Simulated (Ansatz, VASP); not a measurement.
## WSe2: VASP beside Ansatz

The input INCAR:

```
PREC = Accurate ; ENCUT = 520
EDIFF = 1E-7 ; ISMEAR = 0
SIGMA = 0.05 ; LREAL = F
LASPH = T ; NELM = 60
ALGO = Normal ; ISIF = 2
LWAVE = F ; LCHARG = F
GGA = PE ; NBANDS = 35
```

The input KPOINTS:

```
Automatic mesh
0
Gamma
  9 9 2
```

The input POSCAR:

```
WSe2
1.0
   -3.3206937274      0.0000000000      0.0000000000
   -1.6603468637     -2.8758051261      0.0000000000
   -4.5661199098     -2.6362505591     15.2573262715
W Se
2 4
Direct
    0.1041583333      0.1041583333      0.2500000000
   -0.0208583333     -0.0208583333      0.7500000000
   -0.2533729305     -0.2533729305      0.6400199235
    0.5383104028      0.5383104028      0.1400199235
   -0.4550104028     -0.4550104028      0.8599800765
    0.3366729305      0.3366729305      0.3599800765
```

Input for Ansatz:

```yaml
crystal:
  lattice:
    - [-3.3206937274, 0.0, 0.0]
    - [-1.6603468637, -2.8758051261, 0.0]
    - [-4.5661199098, -2.6362505591, 15.2573262715]
  atoms:
    - { symbol: W, position: [0.1041583333, 0.1041583333, 0.25] }
    - { symbol: W, position: [-0.0208583333, -0.0208583333, 0.75] }
    - { symbol: Se, position: [-0.2533729305, -0.2533729305, 0.6400199235] }
    - { symbol: Se, position: [0.5383104028, 0.5383104028, 0.1400199235] }
    - { symbol: Se, position: [-0.4550104028, -0.4550104028, 0.8599800765] }
    - { symbol: Se, position: [0.3366729305, 0.3366729305, 0.3599800765] }
basis:
  ecutwfc: 420
kpoints:
  mp_grid: { grid: [9, 9, 2] }
hamiltonian:
  xc: pbe
scf:
  occupations: { method: gaussian, width: 0.05 }
output:
  forces: true
  stress: true
  eigenvalues: true
```

Alike in both runs: task single point; functional PBE; k mesh 9 × 9 × 2; occupations gaussian, width 0.05 eV; no spin polarisation.

|  | VASP | Ansatz |
| --- | --- | --- |
| version | VASP 6.6.1 | Ansatz 0.2.0 |
| potentials or method | VASP PAW PBE potentials, release 64 (W_sv, Se), cutoff 520 eV | scalar-relativistic, plane waves, PAW |
| valence electrons in the cell | 52 | 92 |

```tsv
	VASP	Ansatz	Ansatz less VASP
gap on the k mesh at the Fermi level (eV)	1.53	1.53	+0.003
least direct gap on the mesh (eV)	1.53	1.53	+0.003
pressure (GPa)	0.3	0.0	-0.24
traceless stress, the component that is largest in VASP (GPa)	0.08	0.02	-0.061
rms of the force components (eV/Å)	0.023	0.002	-0.0206
```

Atom by atom the forces differ by 0.021 eV/Å (rms over components). The functional is the same, so the differences come from potentials, cutoffs and numerics. VASP's potentials hold 52 valence electrons a cell and Ansatz's 92, so a difference there can come from the potentials and not from the codes.

Neither program's run includes spin-orbit coupling.
